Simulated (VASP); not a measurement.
# Li2O (I4/mmm) in VASP: notebook

The runs below take Li2O through single point, with PBEsol.

Program: VASP 6.6.1. These are calculated values, not measurements. Logs are shortened: lines on timing, memory, paths and dates and some standing lists are left out, and cuts for length are marked.

## (1) The cell of the first run

The structure is tetragonal, space group I4/mmm (No. 139). The conventional cell has a = 3.266 Å, b = 3.266 Å, c = 4.711 Å, α = 90.00°, β = 90.00°, γ = 90.00°. Li (site symmetry -4m2) has 4 O at 2.01 Å and 6 Li at 2.31 to 2.36 Å within 2.7 Å. O (site symmetry 4/mmm) has 8 Li at 2.01 Å within 2.7 Å.

## (2) Single point, PBEsol (zz strain of +2 %)

File INCAR:

```
SYSTEM = Li2O
ALGO = Normal
EDIFF = 1E-6
ENCUT = 750
GGA = PS
GGA_COMPAT = .FALSE.
ISIF = 2
ISMEAR = -1
LASPH = .TRUE.
LCHARG = .FALSE.
LREAL = .FALSE.
LWAVE = .FALSE.
NBANDS = 13
NELM = 120
PREC = Accurate
SIGMA = 0.03
```

File KPOINTS:

```
k-points
0
G
  9 9 9
  0 0 0
```

File POSCAR:

```
Li2O
1.0
    0.0000000000      2.3095000000      2.3556900000
    2.3095000000      0.0000000000      2.3556900000
    2.3095000000      2.3095000000      0.0000000000
Li O
2 1
Direct
    0.2500000000      0.2500000000      0.2500000000
    0.7500000000      0.7500000000      0.7500000000
    0.0000000000      0.0000000000      0.0000000000
```

Potentials or basis: VASP PAW PBE potentials, release 64 (Li_sv, O).

Run with:

```console
cat potpaw_PBE.64/Li_sv/POTCAR potpaw_PBE.64/O/POTCAR > POTCAR
mpirun -np 1 vasp_std > vasp.out
```

OUTCAR:

```text
SYSTEM = Li2O
   EDIFF = 1E-6
   ENCUT = 750
   GGA = PS
   ISIF = 2
   ISMEAR = -1
   LASPH = .TRUE.
   LREAL = .FALSE.
   NELM = 120
   PREC = Accurate

 ion  position               nearest neighbor table
   1  0.250  0.250  0.250-   3 2.01   3 2.01   3 2.01   3 2.01   2 2.31   2 2.31   2 2.31   2 2.31
                             2 2.36   2 2.36
   2  0.750  0.750  0.750-   3 2.01   3 2.01   3 2.01   3 2.01   1 2.31   1 2.31   1 2.31   1 2.31
                             1 2.36   1 2.36
   3  0.000  0.000  0.000-   2 2.01   2 2.01   2 2.01   1 2.01   2 2.01   1 2.01   1 2.01   1 2.01

  LATTYP: Found a body centered tetragonal cell.
 ALAT       =     3.2661262223
 C/A-ratio  =     1.4424978336

  Lattice vectors:

 A1 = (  -2.3095000000,   0.0000000000,   2.3556900000)
 A2 = (   2.3095000000,   0.0000000000,   2.3556900000)
 A3 = (   0.0000000000,   2.3095000000,  -2.3556900000)

Analysis of symmetry for initial positions (statically):
=====================================================================
 Subroutine PRICEL returns:
 Original cell was already a primitive cell.

 Routine SETGRP: Setting up the symmetry group for a
 body centered tetragonal supercell.

 Subroutine GETGRP returns: Found 16 space group operations
 (whereof 16 operations were pure point group operations)
 out of a pool of 16 trial point group operations.

The static configuration has the point symmetry D_4h.

Analysis of symmetry for dynamics (positions and initial velocities):
=====================================================================
 Subroutine PRICEL returns:
 Original cell was already a primitive cell.

 Routine SETGRP: Setting up the symmetry group for a
 body centered tetragonal supercell.

 Subroutine GETGRP returns: Found 16 space group operations
 (whereof 16 operations were pure point group operations)
 out of a pool of 16 trial point group operations.

The dynamic configuration has the point symmetry D_4h.

 Subroutine INISYM returns: Found 16 space group operations
 (whereof 16 operations are pure point group operations),
 and found     1 'primitive' translations

----------------------------------------------------------------------------------------

                                     Primitive cell

  volume of cell :      25.1295

  direct lattice vectors                    reciprocal lattice vectors
     0.000000000  2.309500000  2.355690000    -0.216497077  0.216497077  0.212252037
     2.309500000  0.000000000  2.355690000     0.216497077 -0.216497077  0.212252037
     2.309500000  2.309500000  0.000000000     0.216497077  0.216497077 -0.212252037

  length of vectors
     3.298949170  3.298949170  3.266126222     0.372549186  0.372549186  0.372549186

  position of ions in fractional coordinates (direct lattice)
     0.250000000  0.250000000  0.250000000
     0.750000000  0.750000000  0.750000000
     0.000000000  0.000000000  0.000000000

  ion indices of the primitive-cell ions
   primitive index   ion index
                 1           1
                 2           2
                 3           3

----------------------------------------------------------------------------------------

 KPOINTS: k-points

Automatic generation of k-mesh.
 Grid dimensions read from file:
 generate k-points for:    9    9    9

 Generating k-lattice:

  Cartesian coordinates                     Fractional coordinates (reciprocal lattice)
    -0.024055231  0.024055231  0.023583560     0.111111111  0.000000000  0.000000000
     0.024055231 -0.024055231  0.023583560     0.000000000  0.111111111  0.000000000
     0.024055231  0.024055231 -0.023583560     0.000000000  0.000000000  0.111111111

  Length of vectors
     0.041394354  0.041394354  0.041394354

  Shift w.r.t. Gamma in fractional coordinates (k-lattice)
     0.000000000  0.000000000  0.000000000

 Subroutine IBZKPT returns following result:
 ===========================================

 Found     75 irreducible k-points:

 Following reciprocal coordinates:
            Coordinates               Weight
  0.000000  0.000000  0.000000      1.000000
  0.111111  0.000000  0.000000      8.000000
  0.222222  0.000000  0.000000      8.000000
  0.333333  0.000000  0.000000      8.000000
  0.444444  0.000000  0.000000      8.000000
  0.111111  0.111111  0.000000      2.000000
[... 16 lines left out ...]
 -0.333333  0.333333  0.000000      4.000000
  0.444444  0.444444  0.000000      2.000000
 [... further k-points ...]
   k-points           NKPTS =     75   k-points in BZ     NKDIM =     75   number of bands    NBANDS=     13
   number of dos      NEDOS =    301   number of ions     NIONS =      3
   total plane-waves  NPLWV =  27000
   dimension x,y,z NGX =    30 NGY =   30 NGZ =   30
   dimension x,y,z NGXF=    60 NGYF=   60 NGZF=   60
   ions per type =               2   1
   NGX,Y,Z   is equivalent  to a cutoff of  15.12, 15.12, 15.27 a.u.
   NGXF,Y,Z  is equivalent  to a cutoff of  30.24, 30.24, 30.54 a.u.
 SYSTEM =  Li2O
   PREC   = accura    normal or accurate (medium, high low for compatibility)
   ISTART =      0    job   : 0-new  1-cont  2-samecut
   ICHARG =      2    charge: 1-file 2-atom 10-const
   ISPIN  =      1    spin polarized calculation?
   LNONCOLLINEAR =      F non collinear calculations
   LSORBIT =      F    spin-orbit coupling
   LASPH  =      T    aspherical Exc in radial PAW
   ENCUT  =  750.0 eV  55.12 Ry    7.42 a.u.   7.37  7.37  7.29*2*pi/ulx,y,z
   NELM   =    120;   NELMIN=  2; NELMDL= -5     # of ELM steps
   EDIFF  = 0.1E-05   stopping-criterion for ELM
   LREAL  =      F    real-space projection
[... 7 lines left out ...]
   TEBEG  =    0.0;   TEEND  =   0.0 temperature during run
   PSTRESS=    0.0 pullay stress
   NELECT =      12.0000    total number of electrons
   NUPDOWN=      -1.0000    fix difference up-down
   EMIN   =  10.00;   EMAX   =-10.00  energy-range for DOS
   EFERMI =   0.00;   METHOD = LEGACY
   ISMEAR =    -1;   SIGMA  =   0.03  broadening in eV -4-tet -1-fermi 0-gaus
   EFERMI_NEDOS =   21; number of points for ismear=-14 and -15
   IALGO  =     38    algorithm
   IMIX   =      4    mixing-type and parameters
     AMIX     =   0.40;   BMIX     =  1.00
     AMIX_MAG =   1.60;   BMIX_MAG =  1.00
  volume/ion in A,a.u.               =       8.38        56.53
  Fermi-wavevector in a.u.,A,eV,Ry     =   1.279599  2.418091 22.277820  1.637374
  Thomas-Fermi vector in A             =   2.412075
   LORBIT       =      0    0 simple, 1 ext, 2 COOP (PROOUT), +10 PAW based schemes
   GGA     = PS    functional components
   LHFCALC =     F    Hartree Fock is set to
   AEXX    =    0.0000 exact exchange contribution
   IVDW    =     0    specifies the selected vdW correction
   LEPSILON=     F    determine dielectric tensor
   LRPA    =     F    only Hartree local field effects (RPA)
 non-spin polarized calculation
  energy-cutoff  :      750.00
  volume of cell :       25.13
 maximum number of plane-waves:      1195
 NGX is ok and might be reduce to    30
   NGX = 15   NGY = 15   NGZ = 15

 number of electron      11.9999996 magnetization

 Free energy of the ion-electron system (eV)
  ---------------------------------------------------
  ext. energy  EPLUGINS =         0.00000000
  ---------------------------------------------------
  free energy    TOTEN  =       -14.74349758 eV

  energy without entropy =      -14.74349758  energy(sigma->0) =      -14.74349758

 E-fermi :   1.7310     XC(G=0):  -9.8389

 val. band max:        1.1418218220   @ k =   0.0000   0.0000   0.0000
 cond. band min:       5.9929691900   @ k =   0.4444   0.0000   0.4444
 fundamental gap:      4.8511473680
 Fermi energy:         1.7310134552

 k-point     1 :       0.0000    0.0000    0.0000
  band No.  band energies     occupation
      1     -41.1885      2.00000
      2     -40.8587      2.00000
      3     -14.2016      2.00000
      4       1.0800      2.00000
      5       1.1418      2.00000
      6       1.1418      2.00000
      7       6.1368      0.00000
      8      12.7606      0.00000
      9      12.7606      0.00000
     10      12.9432      0.00000
     11      19.3188      0.00000
     12      19.9772      0.00000
     13      19.9772      0.00000

 k-point     2 :       0.1111    0.0000    0.0000
  band No.  band energies     occupation
      1     -41.1769      2.00000
      2     -40.8672      2.00000
      3     -14.1776      2.00000
      4       0.7037      2.00000
      5       1.0410      2.00000
      6       1.0886      2.00000
      7       6.4777      0.00000
      8      12.7908      0.00000
      9      12.9454      0.00000
     10      13.0801      0.00000
     11      18.3857      0.00000
     12      18.8198      0.00000
     13      20.1900      0.00000

 k-point     3 :       0.2222    0.0000    0.0000
  band No.  band energies     occupation
      1     -41.1443      2.00000
      2     -40.8922      2.00000
      3     -14.1140      2.00000
      4      -0.1969      2.00000
      5       0.8931      2.00000
      6       0.9607      2.00000
      7       7.3076      0.00000
      8      12.6503      0.00000
      9      13.2718      0.00000
     10      13.2783      0.00000
     11      17.5461      0.00000
     12      17.7844      0.00000
     13      21.2055      0.00000
[... 305 lines left out ...]
 k-point    23 :      -0.3333    0.3333    0.0000
  band No.  band energies     occupation
      1     -41.0155      2.00000
      2     -40.9987      2.00000
      3     -13.9391      2.00000
      4      -1.0844      2.00000
      5      -0.3378      2.00000
      6       0.3062      2.00000
      7       8.3255      0.00000
      8      11.6770      0.00000
      9      14.1524      0.00000
     10      14.5870      0.00000
     11      18.3806      0.00000
     12      18.7612      0.00000
     13      23.7229      0.00000

 k-point    24 :       0.4444    0.4444    0.0000
  band No.  band energies     occupation
      1     -41.0747      2.00000
      2     -40.9384      2.00000
      3     -13.9590      2.00000
      4      -0.4923      2.00000
      5      -0.1427      2.00000
      6      -0.1427      2.00000
      7       6.0417      0.00000
      8      14.3399      0.00000
      9      14.3399      0.00000
     10      15.1412      0.00000
     11      16.4884      0.00000
     12      20.8752      0.00000
     13      24.3439      0.00000

 [... further k-points ...]

------------------------ aborting loop because EDIFF is reached ----------------------------------------

  FORCE on cell =-STRESS in cart. coord.  units (eV):
  Direction    XX          YY          ZZ          XY          YZ          ZX
  --------------------------------------------------------------------------------------
  -------------------------------------------------------------------------------------
  Total       -0.3461048     -0.3461048     -0.9163786      0.0000000     -0.0000000      0.0000000
  in kB      -22.0665341    -22.0665341    -58.4253652      0.0000000     -0.0000000      0.0000000
  external PRESSURE =     -34.1861445 kB  Pullay stress =       0.0000000 kB

 VOLUME and BASIS-vectors are now :
 -----------------------------------------------------------------------------
  energy-cutoff  :      750.00
  volume of cell :       25.13
      direct lattice vectors                 reciprocal lattice vectors
     0.000000000  2.309500000  2.355690000    -0.216497077  0.216497077  0.212252037
     2.309500000  0.000000000  2.355690000     0.216497077 -0.216497077  0.212252037
     2.309500000  2.309500000  0.000000000     0.216497077  0.216497077 -0.212252037

 POSITION                                       TOTAL-FORCE (eV/Angst)
 -----------------------------------------------------------------------------------
      1.15475      1.15475      1.17785         0.000000      0.000000     -0.000000
      3.46425      3.46425      3.53354        -0.000000     -0.000000      0.000000
      0.00000      0.00000      0.00000         0.000000     -0.000000     -0.000000
 -----------------------------------------------------------------------------------
    total drift:                                0.000000     -0.000000      0.000000

  FREE ENERGIE OF THE ION-ELECTRON SYSTEM (eV)
  ---------------------------------------------------
  free  energy   TOTEN  =       -14.7434975759 eV

  energy  without entropy=      -14.7434975759  energy(sigma->0) =      -14.74349758
```

Wall time 33 s (1 thread of Intel Xeon Platinum 8259CL at 2.50GHz (Skylake/Cascade Lake), shared host); peak memory 0.18 GiB.

Results:

```yaml
Free_energy: -14.7435 eV
Pressure: -3.4 GPa
Band_gap_on_the_k_mesh: 4.85 eV, indirect (least direct gap 5.00 eV)
```

Caveat: the cell differs from its parent crystal (zz strain of +2 %); the PAW data sets were made with another functional, which shifts forces and pressure a little. A k mesh can miss the band edges.

## (3) Single point, PBEsol (equal xx and yy strain of -2 %)

File INCAR:

```
PREC = Accurate ; ENCUT = 750
EDIFF = 1E-6 ; ISMEAR = -1
SIGMA = 0.03 ; LREAL = False
LASPH = True ; NELM = 120
ALGO = Normal ; ISIF = 2
LWAVE = False ; LCHARG = True
GGA = PS ; LELF = True
LVHAR = True ; NBANDS = 13
GGA_COMPAT = False
```

File KPOINTS:

```
Automatic mesh
0
Gamma
  9 9 9
```

File POSCAR:

```
Li2O
1.0
    0.0000000000      2.2633100000      2.3095000000
    2.2633100000      0.0000000000      2.3095000000
    2.2633100000      2.2633100000      0.0000000000
Li O
2 1
Direct
    0.2500000000      0.2500000000      0.2500000000
    0.7500000000      0.7500000000      0.7500000000
    0.0000000000      0.0000000000      0.0000000000
```

Potentials or basis: VASP PAW PBE potentials, release 64 (Li_sv, O).

Run with:

```console
cat potpaw_PBE.64/Li_sv/POTCAR potpaw_PBE.64/O/POTCAR > POTCAR
mpirun -np 1 vasp_std > vasp.out
```

Run time: 23 s. Hardware: 1 thread of Intel Xeon 6975P-C (Granite Rapids), shared host; peak memory 0.18 GiB.

It converged, with:

```
Free energy            : -14.7505 eV
Pressure               : 1.4 GPa
Band gap on the k mesh : 4.97 eV, indirect (least direct gap 5.44 eV)
```

Stress tensor (GPa, compression positive):
```
 2.71  0.00  0.00
 0.00  2.71  0.00
 0.00  0.00 -1.20
```

Levels at points of the mesh, in eV from the valence-band top:
```
           k point  band 4  band 5  band 6  band 7  band 8  band 9
(0.00, 0.00, 0.00)   -0.07    0.00    0.00    5.44   11.95   11.95
```

Caveat: the cell differs from its parent crystal (equal xx and yy strain of -2 %); the PAW data sets were made with another functional, which shifts forces and pressure a little.
